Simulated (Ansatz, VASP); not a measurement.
# One calculation of Al2Pt, two programs

The input INCAR:

```
PREC = Accurate
ENCUT = 430
EDIFF = 1E-8
ISMEAR = -1
SIGMA = 0.05
LREAL = False
LASPH = True
NELM = 120
ALGO = Normal
ISIF = 2
LWAVE = False
LCHARG = False
GGA = PE
LEFG = True
NBANDS = 19
GGA_COMPAT = False
```

File KPOINTS:

```
Automatic mesh
0
Gamma
  9 9 9
```

The input POSCAR:

```
Al2Pt
1.0
    0.0000000000      2.9550000000      2.9550000000
    2.9550000000      0.0000000000      2.9550000000
    2.9550000000      2.9550000000      0.0000000000
Al Pt
2 1
Direct
    0.1975000000      0.1975000000      0.1975000000
    0.7500000000      0.7500000000      0.7500000000
    0.0525000000      0.0525000000      0.0525000000
```

Input for Ansatz:

```yaml
crystal:
  lattice:
    - [0.0, 2.955, 2.955]
    - [2.955, 0.0, 2.955]
    - [2.955, 2.955, 0.0]
  atoms:
    - { symbol: Al, position: [0.1975, 0.1975, 0.1975] }
    - { symbol: Al, position: [0.75, 0.75, 0.75] }
    - { symbol: Pt, position: [0.0525, 0.0525, 0.0525] }
kpoints:
  mp_grid: { grid: [9, 9, 9] }
scf:
  occupations: { method: fermi_dirac, width: 0.05 }
hamiltonian:
  xc: pbe
  pseudopotentials: { kind: paw }
output:
  forces: true
  stress: true
  eigenvalues: true
  efg: { contact_densities: true }
  populations: true
```

Change from the starting cell: shortest bond scaled by 0.58, PAW files.

Alike in both runs: task electric field gradients; functional PBE; k mesh 9 × 9 × 9; occupations fermi-dirac, width 0.05 eV; no spin polarisation.

|  | VASP | Ansatz |
| --- | --- | --- |
| version | VASP 6.6.1 | Ansatz 0.2.0 |
| potentials or method | VASP PAW PBE potentials, release 64 (Al, Pt_sv_GW) | PAW with Ansatz's default frozen-core files, scalar-relativistic |
| plane-wave cutoff (eV) | 430 | 420 |
| valence electrons in the cell | 24 | 24 |

VASP gave:

```
rms of the force components (eV/Å)                   : 30.945
size of Vzz on the site where it differs most (V/Å²) : 417.8
```

Task: Estimate Ansatz's values.

Result: rms of the force components (eV/Å): 33.200; size of Vzz on the site where it differs most (V/Å²): 155.8.

Atom by atom the forces differ by 2.256 eV/Å (rms over components). With one functional, cell and mesh, what is left measures potentials, basis and numerics. Ansatz's warnings: efg cores unanswered.

Spin-orbit coupling is off throughout. Noted on VASP's run: the cell as given lies far from equilibrium.
